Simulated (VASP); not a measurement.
# Ti3Al (pbe) (P6_3/mmc) in VASP: a series of runs

The runs below take Ti3Al (pbe) through single point, with PBE.

Everything below comes from runs of VASP 6.6.1. Logs are shortened: lines on timing, memory, paths and dates and some standing lists are left out, and cuts for length are marked.

**1. The cell of the first run**

Symmetry: P6_3/mmc, No. 194, hexagonal system. Conventional cell: a = 5.768 Å, b = 5.768 Å, c = 4.642 Å, α = 90.00°, β = 90.00°, γ = 120.00°. Within 3.8 Å of Ti (site symmetry mm2) lie 4 Al at 2.85 to 2.88 Å and 8 Ti at 2.86 to 2.89 Å. Within 3.8 Å of Al (site symmetry -6m2) lie 12 Ti at 2.85 to 2.88 Å.

**2. Single point, PBE**

INCAR

```
PREC = Accurate
ENCUT = 520
EDIFF = 1E-7
ISMEAR = 0
SIGMA = 0.1
LREAL = False
LASPH = True
NELM = 80
ALGO = Fast
ISIF = 2
LWAVE = False
LCHARG = False
GGA = PE
NBANDS = 49
```

KPOINTS

```
regular mesh
0
Gamma
  6 6 4
```

POSCAR

```
Ti3Al
1.0
    5.7680300000      0.0000000000      0.0000000000
   -2.8840150000      4.9952605100      0.0000000000
    0.0000000000      0.0000000000      4.6424100000
Ti Al
6 2
Direct
    0.8330000000      0.6660000000      0.2500000000
    0.1670000000      0.8330000000      0.7500000000
    0.3340000000      0.1670000000      0.2500000000
    0.1670000000      0.3340000000      0.7500000000
    0.8330000000      0.1670000000      0.2500000000
    0.6660000000      0.8330000000      0.7500000000
    0.3333333300      0.6666666700      0.2500000000
    0.6666666700      0.3333333300      0.7500000000
```

Potentials or basis: VASP PAW PBE potentials, release 64 (Ti_sv, Al).

Command:

```sh
cat potpaw_PBE.64/Ti_sv/POTCAR potpaw_PBE.64/Al/POTCAR > POTCAR
mpirun -np 1 vasp_std > vasp.out
```

OUTCAR:

```text
PREC = Accurate
   ENCUT = 520
   EDIFF = 1E-7
   ISMEAR = 0
   LREAL = False
   LASPH = True
   NELM = 80
   ISIF = 2
   GGA = PE

 ion  position               nearest neighbor table
   1  0.833  0.666  0.250-   8 2.85   8 2.85   2 2.86   2 2.86   6 2.86   6 2.86   5 2.88   3 2.88
                             7 2.88   7 2.88   5 2.89   3 2.89
   2  0.167  0.833  0.750-   7 2.85   7 2.85   1 2.86   1 2.86   3 2.86   3 2.86   6 2.88   4 2.88
                             8 2.88   8 2.88   6 2.89   4 2.89
   3  0.334  0.167  0.250-   8 2.85   8 2.85   4 2.86   4 2.86   2 2.86   2 2.86   5 2.88   1 2.88
                             7 2.88   7 2.88   5 2.89   1 2.89
   4  0.167  0.334  0.750-   7 2.85   7 2.85   3 2.86   3 2.86   5 2.86   5 2.86   2 2.88   6 2.88
                             8 2.88   8 2.88   2 2.89   6 2.89
   5  0.833  0.167  0.250-   8 2.85   8 2.85   4 2.86   4 2.86   6 2.86   6 2.86   3 2.88   1 2.88
                             7 2.88   7 2.88   3 2.89   1 2.89
   6  0.666  0.833  0.750-   7 2.85   7 2.85   1 2.86   1 2.86   5 2.86   5 2.86   2 2.88   4 2.88
                             8 2.88   8 2.88   2 2.89   4 2.89
   7  0.333  0.667  0.250-   2 2.85   2 2.85   6 2.85   6 2.85   4 2.85   4 2.85   1 2.88   3 2.88
                             5 2.88   5 2.88   1 2.88   3 2.88
   8  0.667  0.333  0.750-   5 2.85   5 2.85   3 2.85   3 2.85   1 2.85   1 2.85   4 2.88   6 2.88
                             2 2.88   2 2.88   4 2.88   6 2.88

  LATTYP: Found a hexagonal cell.
 ALAT       =     5.7680300000
 C/A-ratio  =     0.8048519165

  Lattice vectors:

 A1 = (   5.7680300000,   0.0000000000,   0.0000000000)
 A2 = (  -2.8840150000,   4.9952605100,   0.0000000000)
 A3 = (   0.0000000000,   0.0000000000,   4.6424100000)

Analysis of symmetry for initial positions (statically):
=====================================================================
 Subroutine PRICEL returns:
 Original cell was already a primitive cell.

 Routine SETGRP: Setting up the symmetry group for a
 hexagonal supercell.

 Subroutine GETGRP returns: Found 24 space group operations
 (whereof 12 operations were pure point group operations)
 out of a pool of 24 trial point group operations.

The static configuration has the point symmetry D_3d.
 The point group associated with its full space group is D_6h.

Analysis of symmetry for dynamics (positions and initial velocities):
=====================================================================
 Subroutine PRICEL returns:
 Original cell was already a primitive cell.

 Routine SETGRP: Setting up the symmetry group for a
 hexagonal supercell.

 Subroutine GETGRP returns: Found 24 space group operations
 (whereof 12 operations were pure point group operations)
 out of a pool of 24 trial point group operations.

The dynamic configuration has the point symmetry D_3d.
 The point group associated with its full space group is D_6h.

 Subroutine INISYM returns: Found 24 space group operations
 (whereof 12 operations are pure point group operations),
 and found     1 'primitive' translations

----------------------------------------------------------------------------------------

                                     Primitive cell

  volume of cell :     133.7609

  direct lattice vectors                    reciprocal lattice vectors
     5.768030000  0.000000000  0.000000000     0.173369417  0.100094880  0.000000000
    -2.884015000  4.995260510  0.000000000     0.000000000  0.200189759  0.000000000
     0.000000000  0.000000000  4.642410000     0.000000000  0.000000000  0.215405361

  length of vectors
     5.768030000  5.768030000  4.642410000     0.200189759  0.200189759  0.215405361

  position of ions in fractional coordinates (direct lattice)
     0.833000000  0.666000000  0.250000000
     0.167000000  0.833000000  0.750000000
     0.334000000  0.167000000  0.250000000
     0.167000000  0.334000000  0.750000000
     0.833000000  0.167000000  0.250000000
     0.666000000  0.833000000  0.750000000
     0.333333330  0.666666670  0.250000000
     0.666666670  0.333333330  0.750000000

  ion indices of the primitive-cell ions
   primitive index   ion index
                 1           1
                 2           2
                 3           3
                 4           4
                 5           5
                 6           6
                 7           7
                 8           8

----------------------------------------------------------------------------------------

 KPOINTS: regular mesh

Automatic generation of k-mesh.
 Grid dimensions read from file:
 generate k-points for:    6    6    4

 Generating k-lattice:

  Cartesian coordinates                     Fractional coordinates (reciprocal lattice)
     0.028894903  0.016682480  0.000000000     0.166666667  0.000000000  0.000000000
     0.000000000  0.033364960  0.000000000     0.000000000  0.166666667  0.000000000
     0.000000000  0.000000000  0.053851340     0.000000000  0.000000000  0.250000000

  Length of vectors
     0.033364960  0.033364960  0.053851340

  Shift w.r.t. Gamma in fractional coordinates (k-lattice)
     0.000000000  0.000000000  0.000000000

 Subroutine IBZKPT returns following result:
 ===========================================

 Found     21 irreducible k-points:

 Following reciprocal coordinates:
            Coordinates               Weight
  0.000000  0.000000  0.000000      1.000000
  0.166667 -0.000000  0.000000      6.000000
  0.333333 -0.000000  0.000000      6.000000
  0.500000 -0.000000  0.000000      3.000000
  0.166667  0.166667  0.000000      6.000000
  0.333333  0.166667  0.000000     12.000000
[... 13 lines left out ...]
  0.333333  0.166667  0.500000     12.000000
  0.333333  0.333333  0.500000      2.000000
   k-points           NKPTS =     21   k-points in BZ     NKDIM =     21   number of bands    NBANDS=     49
   number of dos      NEDOS =    301   number of ions     NIONS =      8
   total plane-waves  NPLWV =  82944
   dimension x,y,z NGX =    48 NGY =   48 NGZ =   36
   dimension x,y,z NGXF=    96 NGYF=   96 NGZF=   72
   ions per type =               6   2
   NGX,Y,Z   is equivalent  to a cutoff of  13.83, 13.83, 12.89 a.u.
   NGXF,Y,Z  is equivalent  to a cutoff of  27.67, 27.67, 25.78 a.u.
 SYSTEM =  unknown system
   PREC   = accura    normal or accurate (medium, high low for compatibility)
   ISTART =      0    job   : 0-new  1-cont  2-samecut
   ICHARG =      2    charge: 1-file 2-atom 10-const
   ISPIN  =      1    spin polarized calculation?
   LNONCOLLINEAR =      F non collinear calculations
   LSORBIT =      F    spin-orbit coupling
   LASPH  =      T    aspherical Exc in radial PAW
   ENCUT  =  520.0 eV  38.22 Ry    6.18 a.u.  10.72 10.72  8.63*2*pi/ulx,y,z
   NELM   =     80;   NELMIN=  2; NELMDL= -5     # of ELM steps
   EDIFF  = 0.1E-06   stopping-criterion for ELM
   LREAL  =      F    real-space projection
   EDIFFG = 0.1E-05   stopping-criterion for IOM
   NSW    =      0    number of steps for IOM
   IBRION =     -1    ionic relax: 0-MD 1-quasi-New 2-CG
   NFREE  =      0    steps in history (QN), initial steepest desc. (CG)
   ISIF   =      2    stress and relaxation
   ISYM   =      2    0-nonsym 1-usesym 2-fastsym
   POTIM  = 0.5000    time-step for ionic-motion
   TEBEG  =    0.0;   TEEND  =   0.0 temperature during run
   PSTRESS=    0.0 pullay stress
   NELECT =      78.0000    total number of electrons
   NUPDOWN=      -1.0000    fix difference up-down
   EMIN   =  10.00;   EMAX   =-10.00  energy-range for DOS
   EFERMI =   0.00;   METHOD = LEGACY
   ISMEAR =     0;   SIGMA  =   0.10  broadening in eV -4-tet -1-fermi 0-gaus
   EFERMI_NEDOS =   21; number of points for ismear=-14 and -15
   IALGO  =     68    algorithm
   IMIX   =      4    mixing-type and parameters
     AMIX     =   0.40;   BMIX     =  1.00
     AMIX_MAG =   1.60;   BMIX_MAG =  1.00
  volume/ion in A,a.u.               =      16.72       112.83
  Fermi-wavevector in a.u.,A,eV,Ry     =   1.367718  2.584613 25.451783  1.870653
  Thomas-Fermi vector in A             =   2.493746
   LORBIT       =      0    0 simple, 1 ext, 2 COOP (PROOUT), +10 PAW based schemes
   GGA     = PE    functional components
   LHFCALC =     F    Hartree Fock is set to
   AEXX    =    0.0000 exact exchange contribution
   IVDW    =     0    specifies the selected vdW correction
   LEPSILON=     F    determine dielectric tensor
   LRPA    =     F    only Hartree local field effects (RPA)
 non-spin polarized calculation
 RMM-DIIS sequential band-by-band and
 Gauss-broadening in eV      SIGMA  =   0.10
  energy-cutoff  :      520.00
  volume of cell :      133.76
 maximum number of plane-waves:      3641
 NGX is ok and might be reduce to    48
   NGX = 21   NGY = 21   NGZ = 17

 number of electron      78.0000006 magnetization

 Free energy of the ion-electron system (eV)
  ---------------------------------------------------
  ext. energy  EPLUGINS =         0.00000000
  ---------------------------------------------------
  free energy    TOTEN  =       -56.72922289 eV

  energy without entropy =      -56.69196850  energy(sigma->0) =      -56.71059570

 E-fermi :   8.1639     XC(G=0): -11.2954

 val. band max:        8.1570549460   @ k =   0.1667   0.1667   0.5000
 cond. band min:       8.1678091622   @ k =   0.0000   0.0000   0.5000
 fundamental gap:      0.0107542162
 Fermi energy:         8.1638853802

 k-point     1 :       0.0000    0.0000    0.0000
  band No.  band energies     occupation
      1     -48.4286      2.00000
      2     -48.3363      2.00000
      3     -48.3363      2.00000
      4     -48.3289      2.00000
      5     -48.2882      2.00000
      6     -48.2882      2.00000
[... 41 lines left out ...]
     48      10.3933      0.00000
     49      10.4852      0.00000

 k-point     2 :       0.1667   -0.0000    0.0000
  band No.  band energies     occupation
      1     -48.4235      2.00000
      2     -48.3420      2.00000
      3     -48.3364      2.00000
      4     -48.3268      2.00000
      5     -48.2896      2.00000
      6     -48.2880      2.00000
[... 41 lines left out ...]
     48      10.3802      0.00000
     49      10.7111      0.00000

 k-point     3 :       0.3333   -0.0000    0.0000
  band No.  band energies     occupation
      1     -48.4103      2.00000
      2     -48.3573      2.00000
      3     -48.3367      2.00000
      4     -48.3208      2.00000
      5     -48.2940      2.00000
      6     -48.2878      2.00000
[... 41 lines left out ...]
     48      10.2987      0.00000
     49      10.4533      0.00000

 k-point     4 :       0.5000   -0.0000    0.0000
  band No.  band energies     occupation
      1     -48.3994      2.00000
      2     -48.3691      2.00000
      3     -48.3368      2.00000
      4     -48.3164      2.00000
      5     -48.2975      2.00000
      6     -48.2877      2.00000
[... 821 lines left out ...]
     48      10.1522      0.00000
     49      10.3661      0.00000

 k-point    20 :       0.3333    0.1667    0.5000
  band No.  band energies     occupation
      1     -48.3568      2.00000
      2     -48.3568      2.00000
      3     -48.3345      2.00000
      4     -48.3345      2.00000
      5     -48.3122      2.00000
      6     -48.3122      2.00000
[... 41 lines left out ...]
     48       9.8293      0.00000
     49      10.1157      0.00000

 k-point    21 :       0.3333    0.3333    0.5000
  band No.  band energies     occupation
      1     -48.3465      2.00000
      2     -48.3465      2.00000
      3     -48.3449      2.00000
      4     -48.3449      2.00000
      5     -48.3122      2.00000
      6     -48.3122      2.00000
[... 41 lines left out ...]
     48       9.8186      0.00000
     49      10.0409      0.00000

------------------------ aborting loop because EDIFF is reached ----------------------------------------

  FORCE on cell =-STRESS in cart. coord.  units (eV):
  Direction    XX          YY          ZZ          XY          YZ          ZX
  --------------------------------------------------------------------------------------
  -------------------------------------------------------------------------------------
  Total       -0.2106394     -0.2106394      0.2153386      0.0000000     -0.0000000      0.0000000
  in kB       -2.5230215     -2.5230215      2.5793085      0.0000000     -0.0000000      0.0000000
  external PRESSURE =      -0.8222449 kB  Pullay stress =       0.0000000 kB

 VOLUME and BASIS-vectors are now :
 -----------------------------------------------------------------------------
  energy-cutoff  :      520.00
  volume of cell :      133.76
      direct lattice vectors                 reciprocal lattice vectors
     5.768030000  0.000000000  0.000000000     0.173369417  0.100094880  0.000000000
    -2.884015000  4.995260510  0.000000000     0.000000000  0.200189759  0.000000000
     0.000000000  0.000000000  4.642410000     0.000000000  0.000000000  0.215405361

 POSITION                                       TOTAL-FORCE (eV/Angst)
 -----------------------------------------------------------------------------------
      2.88402      3.32684      1.16060         0.000000     -0.290535      0.000000
     -1.43912      4.16105      3.48181         0.251611     -0.145267      0.000000
      1.44489      0.83421      1.16060         0.251611      0.145267      0.000000
      0.00000      1.66842      3.48181        -0.000000      0.290535     -0.000000
      4.32314      0.83421      1.16060        -0.251611      0.145267      0.000000
      1.43912      4.16105      3.48181        -0.251611     -0.145267     -0.000000
     -0.00000      3.33017      1.16060         0.000000      0.000000      0.000000
      2.88402      1.66509      3.48181        -0.000000      0.000000      0.000000
 -----------------------------------------------------------------------------------
    total drift:                               -0.000050      0.000029     -0.000000

  FREE ENERGIE OF THE ION-ELECTRON SYSTEM (eV)
  ---------------------------------------------------
  free  energy   TOTEN  =       -56.7292228947 eV

  energy  without entropy=      -56.6919685005  energy(sigma->0) =      -56.71059570
```

It took 11 min on 1 thread of Intel Xeon Platinum 8375C at 2.90GHz (Ice Lake), shared host; peak memory 0.33 GiB.

Results:

* Free energy: -56.7292 eV
* Pressure: -0.1 GPa
* Largest force: 0.291 eV/Å
* Band gap on the k mesh: zero (band 39 reaches 8.23 eV, above the bottom of band 40 at 8.11 eV)

Forces on the atoms (eV/Å):
```
Ti   0.000 -0.291  0.000
Ti   0.252 -0.145  0.000
Ti   0.252  0.145  0.000
Ti   0.000  0.291  0.000
Ti  -0.252  0.145  0.000
Ti  -0.252 -0.145  0.000
Al   0.000  0.000  0.000
Al   0.000  0.000  0.000
```

**3. Single point, PBE**

Edit INCAR of step 2 so:

```diff
@@ -2,3 +2,3 @@
 ENCUT = 520
-EDIFF = 1E-7
+EDIFF = 1E-6
 ISMEAR = 0
@@ -7,3 +7,3 @@
 LASPH = True
-NELM = 80
+NELM = 60
 ALGO = Fast
```

KPOINTS

```
Automatic mesh
0
Gamma
  9 9 8
```

POSCAR

```
Ti3Al
1.0
    5.7552984108      0.0000000000      0.0000000000
   -2.8776492054      4.9842346301      0.0000000000
    0.0000000000      0.0000000000      4.6540172228
Ti Al
6 2
Direct
    0.8302390701      0.6604781401      0.2500000000
    0.1697609299      0.8302390701      0.7500000000
    0.3395218599      0.1697609299      0.2500000000
    0.1697609299      0.3395218599      0.7500000000
    0.8302390701      0.1697609299      0.2500000000
    0.6604781401      0.8302390701      0.7500000000
    0.3333333333      0.6666666667      0.2500000000
    0.6666666667      0.3333333333      0.7500000000
```

Potentials or basis: VASP PAW PBE potentials, release 64 (Ti_sv, Al).

Command:

```sh
cat potpaw_PBE.64/Ti_sv/POTCAR potpaw_PBE.64/Al/POTCAR > POTCAR
mpirun -np 1 vasp_std > vasp.out
```

Wall time 23 min (1 thread of Intel Xeon Platinum 8375C at 2.90GHz (Ice Lake), shared host); peak memory 0.47 GiB.

It converged, with:

```yaml
Free_energy: -56.7583 eV
Pressure: -0.1 GPa
Largest_force: 0.007 eV/Å
Band_gap_on_the_k_mesh: zero (band 39 reaches 8.35 eV, above the bottom of band 40 at 8.09 eV)
```

Forces on the atoms (eV/Å):
```
Ti   0.000  0.007  0.000
Ti  -0.006  0.003  0.000
Ti  -0.006 -0.003  0.000
Ti   0.000 -0.007  0.000
Ti   0.006 -0.003  0.000
Ti   0.006  0.003  0.000
Al   0.000  0.000  0.000
Al   0.000  0.000  0.000
```

Levels at points of the mesh, in eV from the Fermi level:
```
           k point  band 37  band 38  band 39  band 40  band 41  band 42
(0.00, 0.00, 0.00)    -0.89    -0.47    -0.28     0.01     0.75     0.75
(0.00, 0.00, 0.50)    -0.50    -0.50    -0.06    -0.06     0.49     0.49
```
